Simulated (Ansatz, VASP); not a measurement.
**V in VASP and in Ansatz**

```
CELL_PARAMETERS angstrom
2.41310 0.00000 0.00000
0.00000 2.41310 0.00000
0.00000 0.00000 2.41310
ATOMIC_POSITIONS crystal
V 0.00000 0.00000 0.00000
```

Alike in both runs: task single point; functional PBEsol; k mesh 17 × 17 × 17; occupations fermi-dirac, width 0.1 eV; no spin polarisation; Hubbard terms V d U = 3.0 eV.

|  | VASP | Ansatz |
| --- | --- | --- |
| version | VASP 6.6.1 | Ansatz 0.2.0 |
| potentials or method | VASP PAW PBE potentials, release 64 (V_sv) | PAW with Ansatz's default frozen-core files, scalar-relativistic |
| plane-wave cutoff (eV) | 500 | 420 |
| valence electrons in the cell | 13 | 13 |

|  | VASP | Ansatz | Ansatz less VASP |
| --- | --- | --- | --- |
| gap on the k mesh at the Fermi level (eV) | none | none | - |
| pressure (GPa) | 9.3 | 5.9 | -3.45 |

VASP's potentials were made for PBE, not for PBEsol. The programs project onto different local orbitals, so the same U acts differently, and such runs can settle in different states. A gap of «none» marks a metal or a gap that the smearing closes. Ansatz's warnings: filled band counts differ across k points.
